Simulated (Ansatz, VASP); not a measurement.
# B: VASP beside Ansatz

The input INCAR:

```
SYSTEM = B
PREC     = Accurate       ! precision mode
ENCUT    = 600            ! plane-wave cutoff, eV
EDIFF    = 1E-7           ! SCF threshold, eV
ISMEAR   = 0              ! smearing method
SIGMA    = 0.1            ! smearing width, eV
LREAL    = .False.        ! projectors in reciprocal space
LASPH    = .True.         ! aspherical terms in the spheres
NELM     = 80             ! most SCF steps
ALGO     = Normal         ! electronic algorithm
ISIF     = 3              ! what is computed and relaxed
LWAVE    = .False.        ! write WAVECAR
LCHARG   = .False.        ! write CHGCAR
GGA      = PE             ! functional
IBRION   = 2              ! ionic algorithm
NSW      = 90             ! ionic steps
EDIFFG   = -0.04          ! ionic threshold
```

Contents of KPOINTS:

```
regular mesh
0
Gamma
  6 6 6
  0 0 0
```

File POSCAR:

```
B
1.0
    2.7142770200      1.5670885700      1.6091339000
   -2.7142770200      1.5670885700      1.6091339000
    0.0000000000     -3.1341771400      1.6091339000
B
5
Direct
    0.3295443800      0.3295443800      0.3295443800
    0.6704556200      0.6704556200      0.6704556200
    0.6121795600      0.3878204400      0.0000000000
    0.0000000000      0.6121795600      0.3878204400
    0.3878204400      0.0000000000      0.6121795600
```

Input for Ansatz:

```yaml
crystal:
  lattice:
    - [2.71427702, 1.56708857, 1.6091339]
    - [-2.71427702, 1.56708857, 1.6091339]
    - [0.0, -3.13417714, 1.6091339]
  atoms:
    - { symbol: B, position: [0.32954438, 0.32954438, 0.32954438] }
    - { symbol: B, position: [0.67045562, 0.67045562, 0.67045562] }
    - { symbol: B, position: [0.61217956, 0.38782044, 0.0] }
    - { symbol: B, position: [0.0, 0.61217956, 0.38782044] }
    - { symbol: B, position: [0.38782044, 0.0, 0.61217956] }
basis:
  ecutwfc: 420
kpoints:
  mp_grid: { grid: [6, 6, 6] }
hamiltonian:
  xc: pbe
scf:
  occupations: { method: gaussian, width: 0.1 }
  lower_state_search: "off"
output:
  forces: true
  stress: true
  eigenvalues: true
relax:
  adjacent_minimum: "off"
  f_tol: 0.04
  max_steps: 70
  cell: { stress_tol: 0.4 }
```

Alike in both runs: task relaxation of cell and atoms; functional PBE; k mesh 6 × 6 × 6; occupations gaussian, width 0.1 eV; no spin polarisation.

```csv
,VASP,Ansatz
version,VASP 6.6.1,Ansatz 0.2.0
potentials or method,"VASP PAW PBE potentials, release 64 (B), cutoff 600 eV","scalar-relativistic, plane waves, PAW"
valence electrons in the cell,15,15
```

```tsv
	VASP	Ansatz	Ansatz less VASP
gap on the k mesh at the Fermi level, each at its own relaxed structure (eV)	none	none	-
relaxed volume (Å³/atom)	6.94	6.94	+0.007
relaxed cell length with the largest relative difference (Å)	3.285	3.287	+0.0015
```

A gap of «none» marks a metal or a gap that the smearing closes.

Noted on VASP's run: the volume moved by over 15 % at a fixed basis, so the end points are rough.
